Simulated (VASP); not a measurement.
# CoO (P4_2/mmc) in VASP: single point with PBE

Aim: the single point of CoO with PBE.

Everything below comes from runs of VASP 6.6.1. Logs are shortened: lines on timing, memory, paths and dates and some standing lists are left out, and cuts for length are marked.

## Step 1: The cell of the first run

It takes space group P4_2/mmc (No. 131, tetragonal). Conventional cell: a = 3.446 Å, b = 3.446 Å, c = 4.290 Å, α = 90.00°, β = 90.00°, γ = 90.00°. Within 2.7 Å of Co (site symmetry mmm) lie 4 O at 2.03 Å. Within 2.7 Å of O (site symmetry -4m2) lie 4 Co at 2.03 Å and 2 O at 2.15 Å.

## Step 2: Single point, PBE, collinear spin, ferromagnetic start

Contents of INCAR:

```
SYSTEM = CoO
PREC = Accurate
ENCUT = 520
EDIFF = 1E-6
ISMEAR = -1
SIGMA = 0.05
LREAL = .False.
LASPH = .True.
NELM = 150
ALGO = Normal
ISIF = 2
LWAVE = .False.
LCHARG = .False.
ISPIN = 2
MAGMOM = 3.5 3.5 0 0
LORBIT = 11
LMAXMIX = 4
GGA = PE
NBANDS = 27
```

Contents of KPOINTS:

```
regular mesh
0
Gamma
  8 8 6
  0 0 0
```

Contents of POSCAR:

```
CoO
1.0
    3.4461499200      0.0000000000      0.0000000000
    0.0000000000      3.4461499200      0.0000000000
    0.0000000000      0.0000000000      4.2904647300
Co O
2 2
Direct
    0.0000000000      0.5000000000      0.0000000000
    0.5000000000      0.0000000000      0.5000000000
    0.0000000000      0.0000000000      0.2500000000
    0.0000000000      0.0000000000      0.7500000000
```

Potentials or basis: VASP PAW PBE potentials, release 64 (Co, O).

Launch:

```bash
cat potpaw_PBE.64/Co/POTCAR potpaw_PBE.64/O/POTCAR > POTCAR
mpirun -np 1 vasp_std > vasp.out
```

OUTCAR:

```text
SYSTEM = CoO
   PREC = Accurate
   ENCUT = 520
   EDIFF = 1E-6
   ISMEAR = -1
   LREAL = .False.
   LASPH = .True.
   NELM = 150
   ISIF = 2
   ISPIN = 2
   LORBIT = 11
   GGA = PE

 ion  position               nearest neighbor table
   1  0.000  0.500  0.000-   3 2.03   4 2.03   3 2.03   4 2.03
   2  0.500  0.000  0.500-   3 2.03   4 2.03   3 2.03   4 2.03
   3  0.000  0.000  0.250-   1 2.03   2 2.03   1 2.03   2 2.03
   4  0.000  0.000  0.750-   1 2.03   2 2.03   1 2.03   2 2.03

  LATTYP: Found a simple tetragonal cell.
 ALAT       =     3.4461499200
 C/A-ratio  =     1.2450023445

  Lattice vectors:

 A1 = (   3.4461499200,   0.0000000000,   0.0000000000)
 A2 = (   0.0000000000,   3.4461499200,   0.0000000000)
 A3 = (   0.0000000000,   0.0000000000,   4.2904647300)

Analysis of symmetry for initial positions (statically):
=====================================================================
 Subroutine PRICEL returns:
 Original cell was already a primitive cell.

 Routine SETGRP: Setting up the symmetry group for a
 simple tetragonal supercell.

 Subroutine GETGRP returns: Found 16 space group operations
 (whereof  8 operations were pure point group operations)
 out of a pool of 16 trial point group operations.

The static configuration has the point symmetry D_2h.
 The point group associated with its full space group is D_4h.

Analysis of symmetry for dynamics (positions and initial velocities):
=====================================================================
 Subroutine PRICEL returns:
 Original cell was already a primitive cell.

 Routine SETGRP: Setting up the symmetry group for a
 simple tetragonal supercell.

 Subroutine GETGRP returns: Found 16 space group operations
 (whereof  8 operations were pure point group operations)
 out of a pool of 16 trial point group operations.

The dynamic configuration has the point symmetry D_2h.
 The point group associated with its full space group is D_4h.

Analysis of structural, dynamic, and magnetic symmetry:
=====================================================================
 Subroutine PRICEL returns:
 Original cell was already a primitive cell.

 Routine SETGRP: Setting up the symmetry group for a
 simple tetragonal supercell.

 Subroutine GETGRP returns: Found 16 space group operations
 (whereof  8 operations were pure point group operations)
 out of a pool of 16 trial point group operations.

The overall configuration has the point symmetry D_2h.
 The point group associated with its full space group is D_4h.

 Subroutine INISYM returns: Found 16 space group operations
 (whereof  8 operations are pure point group operations),
 and found     1 'primitive' translations

[... 123 lines left out ...]
   GGA     = PE    functional components
   LHFCALC =     F    Hartree Fock is set to
   AEXX    =    0.0000 exact exchange contribution
   IVDW    =     0    specifies the selected vdW correction
   LEPSILON=     F    determine dielectric tensor
   LRPA    =     F    only Hartree local field effects (RPA)
 spin polarized calculation
  energy-cutoff  :      520.00
  volume of cell :       50.95
 maximum number of plane-waves:      1394
 NGX is ok and might be reduce to    28
   NGX = 13   NGY = 13   NGZ = 15

 number of electron      29.9999975 magnetization       3.3226619

 Free energy of the ion-electron system (eV)
  ---------------------------------------------------
  ext. energy  EPLUGINS =         0.00000000
  ---------------------------------------------------
  free energy    TOTEN  =       -24.93365464 eV

  energy without entropy =      -24.90507670  energy(sigma->0) =      -24.91936567

 E-fermi :   4.6671     XC(G=0): -10.7121

 val. band max:        4.6668168351   @ k =   0.1250   0.0000   0.5000
 cond. band min:       4.6708522561   @ k =   0.3750   0.0000   0.0000
 fundamental gap:      0.0040354210
 Fermi energy:         4.6670557131

 spin component 1

 k-point     1 :       0.0000    0.0000    0.0000
  band No.  band energies     occupation
      1     -15.3339      1.00000
      2     -12.6561      1.00000
      3      -3.0978      1.00000
      4      -0.6990      1.00000
      5      -0.6990      1.00000
      6       0.0381      1.00000
[... 709 lines left out ...]
     26      19.2043      0.00000
     27      21.7427      0.00000

 [... further k-points ...]

 spin component 2

 k-point     1 :       0.0000    0.0000    0.0000
  band No.  band energies     occupation
      1     -15.3589      1.00000
      2     -12.7005      1.00000
      3      -2.9695      1.00000
      4      -0.0280      1.00000
      5      -0.0280      1.00000
      6       0.0526      1.00000
[... 709 lines left out ...]
     26      19.4727      0.00000
     27      21.9056      0.00000

 [... further k-points ...]
[... 5 lines left out ...]
  --------------------------------------------------------------------------------------
  -------------------------------------------------------------------------------------
  Total       -9.2170451     -9.2170451      3.5457049      0.0000000      0.0000000      0.0000000
  in kB     -289.8208491   -289.8208491    111.4911773      0.0000000      0.0000000      0.0000000
  external PRESSURE =    -156.0501736 kB  Pullay stress =       0.0000000 kB

 VOLUME and BASIS-vectors are now :
 -----------------------------------------------------------------------------
  energy-cutoff  :      520.00
  volume of cell :       50.95
      direct lattice vectors                 reciprocal lattice vectors
     3.446149920  0.000000000  0.000000000     0.290178902  0.000000000  0.000000000
     0.000000000  3.446149920  0.000000000     0.000000000  0.290178902  0.000000000
     0.000000000  0.000000000  4.290464730     0.000000000  0.000000000  0.233074984

 POSITION                                       TOTAL-FORCE (eV/Angst)
 -----------------------------------------------------------------------------------
      0.00000      1.72307      0.00000         0.000000     -0.000000      0.000000
      1.72307      0.00000      2.14523         0.000000     -0.000000      0.000000
      0.00000      0.00000      1.07262         0.000000      0.000000      0.000000
      0.00000      0.00000      3.21785         0.000000     -0.000000     -0.000000
 -----------------------------------------------------------------------------------
    total drift:                                0.000000      0.000000      0.000000

  FREE ENERGIE OF THE ION-ELECTRON SYSTEM (eV)
  ---------------------------------------------------
  free  energy   TOTEN  =       -24.9336546357 eV

  energy  without entropy=      -24.9050766959  energy(sigma->0) =      -24.91936567

 total charge

# of ion       s       p       d       tot
------------------------------------------
    1        0.319   0.332   7.177   7.829
    2        0.319   0.332   7.177   7.829
    3        1.583   3.322   0.000   4.905
    4        1.583   3.322   0.000   4.905
--------------------------------------------------
tot          3.805   7.308  14.355  25.468

 magnetization (x)

# of ion       s       p       d       tot
------------------------------------------
    1        0.029   0.002   1.674   1.705
    2        0.029   0.002   1.674   1.705
    3        0.009  -0.038   0.000  -0.028
    4        0.009  -0.038   0.000  -0.028
--------------------------------------------------
tot          0.078  -0.071   3.347   3.353
```

OSZICAR:

```text
N       E                     dE             d eps       ncg     rms          rms(c)
DAV:   1     0.246559420773E+03    0.24656E+03   -0.13865E+04  6480   0.128E+03
DAV:   2    -0.383200601676E+01   -0.25039E+03   -0.22126E+03  6732   0.302E+02
DAV:   3    -0.322298173907E+02   -0.28398E+02   -0.27188E+02  7355   0.115E+02
DAV:   4    -0.328457511183E+02   -0.61593E+00   -0.61403E+00  7272   0.175E+01
DAV:   5    -0.328591814292E+02   -0.13430E-01   -0.13429E-01  8426   0.247E+00    0.241E+01
DAV:   6    -0.392275995635E+02   -0.63684E+01   -0.61719E+01  8405   0.110E+02    0.505E+01
DAV:   7    -0.248046504582E+02    0.14423E+02   -0.48759E+01  7831   0.931E+01    0.729E+00
DAV:   8    -0.249117945826E+02   -0.10714E+00   -0.31532E+00  8069   0.141E+01    0.357E+00
DAV:   9    -0.249508548774E+02   -0.39060E-01   -0.32529E-01  7919   0.415E+00    0.209E+00
DAV:  10    -0.249353138489E+02    0.15541E-01   -0.42472E-02  9313   0.266E+00    0.993E-01
DAV:  11    -0.249326776340E+02    0.26362E-02   -0.24339E-02  8353   0.151E+00    0.399E-01
DAV:  12    -0.249338685445E+02   -0.11909E-02   -0.43028E-03  8324   0.634E-01    0.169E-01
DAV:  13    -0.249336562552E+02    0.21229E-03   -0.76116E-04  8275   0.219E-01    0.121E-01
DAV:  14    -0.249336420314E+02    0.14224E-04   -0.28025E-04  9097   0.144E-01    0.401E-02
DAV:  15    -0.249336497599E+02   -0.77285E-05   -0.50620E-05  8242   0.623E-02    0.160E-02
DAV:  16    -0.249336531692E+02   -0.34093E-05   -0.71267E-06  6858   0.222E-02    0.893E-03
DAV:  17    -0.249336545770E+02   -0.14078E-05   -0.18378E-06  5537   0.170E-02    0.411E-03
DAV:  18    -0.249336546357E+02   -0.58699E-07   -0.54830E-07  3999   0.824E-03
   1 F= -.24933655E+02 E0= -.24919366E+02  d E =-.285779E-01  mag=     3.3226
```

Run time: 2.4 min. Hardware: 1 thread of Intel Xeon Platinum 8375C at 2.90GHz (Ice Lake), shared host; peak memory 0.26 GiB.

What came out:

```yaml
Free_energy: -24.9337 eV
Pressure: -15.6 GPa
Net_moment: 3.32 μB per cell
Site_moments: Co +1.71; O -0.03 μB
Valence_electrons_inside_the_program's_atomic_spheres: Co 7.83; O 4.91
```

Stress tensor (GPa, compression positive):
```
-28.98   0.00   0.00
  0.00 -28.98   0.00
  0.00   0.00  11.15
```

Caveat: semilocal functionals often make such compounds metallic where correlation or magnetic order opens a gap, which also shifts bond lengths. With open d or f shells a metallic result of PBE can be an artefact of self-interaction; +U or a hybrid may open a gap.
